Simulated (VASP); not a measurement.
Wanted: the native input for a VASP 6.6.1 run.

```
Task                   : single point
Functional             : PBE
Potentials or basis    : VASP PAW PBE potentials, release 64 (Li_sv, Cl)
Cutoff                 : 520 eV
k mesh                 : 12 × 12 × 6
Occupations            : fermi-dirac, width 0.02 eV
Spin                   : no spin polarisation
Dipole correction      : no
Further INCAR settings : ALGO = Normal; EDIFF = 1e-06; NBANDS = 18
```

The structure of LiCl lies in POSCAR:

```
LiCl
1.0
    3.9500342656      0.0000000000      0.0000000000
   -1.9750171328      3.6042882940      0.0000000000
    0.0000000000      0.0000000000      5.2325458864
Li Cl
2 2
Direct
    0.3356418512      0.6712837025      0.2500000000
    0.6643581488      0.3287162975      0.7500000000
    0.6612462825      0.3224925650      0.2500000000
    0.3387537175      0.6775074350      0.7500000000
```

This cell differs from its parent crystal: uniaxial x strain -5.1%.

These files were run (other wordings do the same):

INCAR

```
SYSTEM = LiCl
PREC = Accurate
ENCUT = 520
EDIFF = 1E-6
ISMEAR = -1
SIGMA = 0.02
LREAL = .FALSE.
LASPH = .TRUE.
NELM = 100
ALGO = Normal
ISIF = 2
LWAVE = .FALSE.
LCHARG = .FALSE.
GGA = PE
NBANDS = 18
```

KPOINTS

```
regular mesh
0
G
  12 12 6
  0 0 0
```

Potentials or basis: VASP PAW PBE potentials, release 64 (Li_sv, Cl).

The run is started by

```sh
$ cat potpaw_PBE.64/Li_sv/POTCAR potpaw_PBE.64/Cl/POTCAR > POTCAR
$ mpirun -np 1 vasp_std > vasp.out
```

It gave:

* Band gap on the k mesh: 5.80 eV

Caveat: the cell differs from its parent crystal (uniaxial x strain -5.1%).

Wall time 4.3 min on 1 thread of Oxide Virtual Turin-like Processor, on a shared host, peak memory 0.27 GiB.
